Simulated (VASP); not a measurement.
Crystal: NaCl.

```
Na Cl
1.0
     0.00000    2.80270    2.80270
     2.80270    0.00000    2.80270
     2.80270    2.80270    0.00000
Na Cl
1 1
Direct
  0.00000 0.00000 0.00000
  0.50000 0.50000 0.50000
```

Base run:

| Quantity | Value |
| --- | --- |
| Program | VASP 6.6.1 |
| Functional | r2SCAN |
| Potentials or basis | VASP PAW PBE potentials, release 64 (Na_pv, Cl) |
| Cutoff | 520 eV |
| k mesh | 8 × 8 × 8 |
| Occupations | gaussian, width 0.01 eV |
| Spin | no spin polarisation |

Its results: band gap on the k mesh 6.00 eV; pressure -0.1 GPa.

Problem. The run is repeated on the same cell with these changes: functional from r2SCAN to PBE. What comes out?

Solution. Band gap on the k mesh 5.18 eV; pressure 1.2 GPa.

Caveats: the PAW data sets were made with another functional, which shifts forces and pressure a little (at least some runs).

A k mesh can miss the band edges.
